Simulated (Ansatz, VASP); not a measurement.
## AlN in VASP and in Ansatz

The input INCAR:

```
ALGO = Normal ; EDIFF = 1E-6
ENCUT = 600 ; GGA = CA
GGA_COMPAT = False ; ISIF = 2
ISMEAR = 0 ; LASPH = True
LCHARG = False ; LREAL = False
LWAVE = False ; NBANDS = 11
NELM = 120 ; PREC = Accurate
SIGMA = 0.05
```

The input KPOINTS:

```
k-points
0
Gamma
  6 6 6
```

The input POSCAR:

```
AlN
1.0
    0.0000000000      2.1906978614      2.1906978614
    2.1906978614      0.0000000000      2.1906978614
    2.1906978614      2.1906978614      0.0000000000
Al N
1 1
Direct
    0.0000000000      0.0000000000      0.0000000000
    0.2500000000      0.2500000000      0.2500000000
```

Input for Ansatz:

```yaml
crystal:
  lattice:
    - [0.0, 2.1906978614, 2.1906978614]
    - [2.1906978614, 0.0, 2.1906978614]
    - [2.1906978614, 2.1906978614, 0.0]
  atoms:
    - { symbol: Al, position: [0.0, 0.0, 0.0] }
    - { symbol: "N", position: [0.25, 0.25, 0.25] }
basis:
  ecutwfc: 420
kpoints:
  mp_grid: { grid: [6, 6, 6] }
hamiltonian:
  xc: lda
scf:
  occupations: { method: gaussian, width: 0.05 }
output:
  forces: true
  stress: true
  eigenvalues: true
```

Alike in both runs: task single point; functional LDA; k mesh 6 × 6 × 6; occupations gaussian, width 0.05 eV; no spin polarisation.

```csv
,VASP,Ansatz
version,VASP 6.6.1,Ansatz 0.2.0
potentials or method,"VASP PAW LDA potentials, release 64 (Al, N), cutoff 600 eV","scalar-relativistic, plane waves, PAW"
valence electrons in the cell,8,8
```

```tsv
	VASP	Ansatz	Ansatz less VASP
gap on the k mesh at the Fermi level (eV)	3.22	3.24	+0.020
least direct gap on the mesh (eV)	4.15	4.15	-0.005
pressure (GPa)	-4.9	-5.4	-0.47
```

LDA's correlation is that of Perdew and Zunger in VASP and of Perdew and Wang (1992) in Ansatz.
